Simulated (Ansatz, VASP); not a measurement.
As in VASP and in Ansatz

Contents of INCAR:

```
SYSTEM = As
  PREC = Accurate
  ENCUT = 500
  EDIFF = 1E-6
  ISMEAR = -1
  SIGMA = 0.1
  LREAL = .False.
  LASPH = .True.
  NELM = 120
  ALGO = Normal
  ISIF = 2
  LWAVE = .False.
  LCHARG = .False.
  GGA = CA
  NBANDS = 12
  GGA_COMPAT = .False.
```

The input KPOINTS:

```
regular mesh
0
Gamma
  15 15 15
  0 0 0
```

The input POSCAR:

```
As
1.0
    1.8799878575      1.0854114956      3.3276505507
   -1.8799878575      1.0854114956      3.3276505507
    0.0000000000     -2.1708229912      3.3276505507
As
2
Direct
    0.7695128170      0.7695128170      0.7695128170
    0.2304871830      0.2304871830      0.2304871830
```

Input for Ansatz:

```yaml
crystal:
  lattice:
    - [1.8799878575, 1.0854114956, 3.3276505507]
    - [-1.8799878575, 1.0854114956, 3.3276505507]
    - [0.0, -2.1708229912, 3.3276505507]
  atoms:
    - { symbol: As, position: [0.769512817, 0.769512817, 0.769512817] }
    - { symbol: As, position: [0.230487183, 0.230487183, 0.230487183] }
hamiltonian:
  xc: lda
  pseudopotentials:
    kind: paw
    azcp:
      As: "pseudopotentials/As.paw.azcp"
basis:
  ecutwfc: 420
  fft_grid_basis: typed
kpoints:
  mp_grid: { grid: [15, 15, 15], shift: [0, 0, 0] }
magnetization:
  spin_polarized: false
scf:
  occupations: { method: fermi_dirac, width: 0.1 }
  lower_state_search: "off"
output:
  stress: true
```

Alike in both runs: task single point; functional LDA; k mesh 15 × 15 × 15; occupations fermi-dirac, width 0.1 eV; no spin polarisation.

```csv
,VASP,Ansatz
version,VASP 6.6.1,Ansatz 0.2.0
potentials or method,"VASP PAW LDA potentials, release 64 (As), cutoff 500 eV","plane waves (420 eV) with PAW, scalar-relativistic"
valence electrons in the cell,10,30
```

Ansatz gave:

* pressure (GPa): 0.0
* traceless stress, the component that is largest in VASP (GPa): 0.06

Question: Estimate VASP's values.

Answer: Pressure (GPa): 0.5; traceless stress, the component that is largest in VASP (GPa): -0.06.

Ansatz warns that its potentials were made for another functional, while VASP's fit it. LDA's correlation is that of Perdew and Zunger in VASP and of Perdew and Wang (1992) in Ansatz. VASP's potentials hold 10 valence electrons a cell and Ansatz's 30, so a difference there can come from the potentials and not from the codes.
